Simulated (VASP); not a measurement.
Write the native input for VASP 6.6.1 that does the following.

```yaml
Task: single point
Functional: r2SCAN
Potentials_or_basis: VASP PAW PBE potentials, release 64 (O_h)
Cutoff: 1100 eV
k_mesh: 1 × 1 × 1
Occupations: fermi-dirac, width 0.05 eV
Spin: collinear spin, ferromagnetic start
Starting_moments: "[1.0, 1.0] μB"
Dipole_correction: no
Further_INCAR_settings: ALGO = Normal; EDIFF = 1e-06; NBANDS = 17
```

System: O2, in a box.

```xyz
2
Lattice="9.0000 0.0000 0.0000 0.0000 9.5000 0.0000 0.0000 0.0000 10.0000" Properties=species:S:1:pos:R:3 pbc="T T T"
O     4.5000    4.7500    4.3973
O     4.5000    4.7500    5.6027
```

One way to write it, as run:

POSCAR

```
O
1.0
    9.0000000000      0.0000000000      0.0000000000
    0.0000000000      9.5000000000      0.0000000000
    0.0000000000      0.0000000000     10.0000000000
O
2
Direct
    0.5000000000      0.5000000000      0.4397287634
    0.5000000000      0.5000000000      0.5602712366
```

INCAR.step1

```
  PREC = Accurate
  ENCUT = 1100
  ISMEAR = -1
  SIGMA = 0.05
  LREAL = False
  LASPH = True
  NELM = 200
  ISPIN = 2
  MAGMOM = 1 1
  NBANDS = 17
  GGA = PE
  ALGO = Normal
  EDIFF = 1E-5
  LWAVE = True
  LCHARG = False
  GGA_COMPAT = False
  NELMDL = -8
```

INCAR.step2

```
  PREC = Accurate
  ENCUT = 1100
  EDIFF = 1E-6
  ISMEAR = -1
  SIGMA = 0.05
  LREAL = False
  LASPH = True
  NELM = 200
  ALGO = Normal
  ISIF = 2
  LWAVE = False
  LCHARG = True
  ISPIN = 2
  MAGMOM = 1 1
  LORBIT = 11
  METAGGA = R2SCAN
  LMIXTAU = True
  LELF = True
  LVHAR = True
  NBANDS = 17
  ISTART = 1
  GGA_COMPAT = False
```

KPOINTS

```
regular mesh
0
Gamma
  1 1 1
```

Potentials or basis: VASP PAW PBE potentials, release 64 (O_h).

Run with:

```bash
$ cat potpaw_PBE.64/O_h/POTCAR > POTCAR
$ cp INCAR.step1 INCAR
$ mpirun -np 1 vasp_gam > vasp.out
$ cp INCAR.step2 INCAR
$ mpirun -np 1 vasp_gam > vasp.out
```

It gave:

* Largest force: 0.072 eV/Å
* Gap between the frontier levels: 3.46 eV
* Net moment: 2.00 μB per cell
* Site moments: O +0.65 μB
* Valence electrons inside the program's atomic spheres: O 3.32

Caveat: the PAW data sets were made with another functional, which shifts forces and pressure a little.

Run time: 25 min on 1 thread of AMD EPYC 7R43 64-Core Processor (Zen 3) (shared host), peak memory 3.1 GiB.
